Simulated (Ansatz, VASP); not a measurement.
# Sc2TaF3: VASP beside Ansatz

```
Sc Ta F
1.0
     2.05625   -7.63713    0.00000
     2.05625    7.63713    0.00000
     0.00000    0.00000    2.95696
Sc Ta F
2 1 3
Direct
  0.65125 0.34875 0.50000
  0.34875 0.65125 0.50000
  0.00000 0.00000 0.00000
  0.21041 0.78959 0.50000
  0.78959 0.21041 0.50000
  0.50000 0.50000 0.00000
```

Change from the starting cell: species swapped into the Li2BiO3 type (Cmmm, No. 65).

Alike in both runs: functional PBE; k mesh 4 × 4 × 6; occupations gaussian, width 0.1 eV; no spin polarisation.

Ansatz relaxed the structure, and its values are those at the end. VASP's run is a single point on that final structure, the one shown.

|  | VASP | Ansatz |
| --- | --- | --- |
| version | VASP 6.6.1 | Ansatz 0.2.0 |
| potentials or method | VASP PAW PBE potentials, release 64 (Sc_sv, Ta_pv, F), cutoff 520 eV | scalar-relativistic, plane waves, PAW |
| valence electrons in the cell | 54 | 56 |

VASP gave:

| Quantity | Value |
| --- | --- |
| gap on the k mesh at the Fermi level (eV) | none |
| pressure (GPa) | 0.0 |
| rms of the force components (eV/Å) | 0.015 |

Problem. Which values does Ansatz return?

Solution. gap on the k mesh at the Fermi level (eV): none; pressure (GPa): -0.2; rms of the force components (eV/Å): 0.012.

A gap of «none» marks a metal or a gap that the smearing closes. VASP's potentials hold 54 valence electrons a cell and Ansatz's 56, so a difference there can come from the potentials and not from the codes.

The k mesh is coarse, so the values compare programs but aren't converged. Spin-orbit coupling is off throughout.
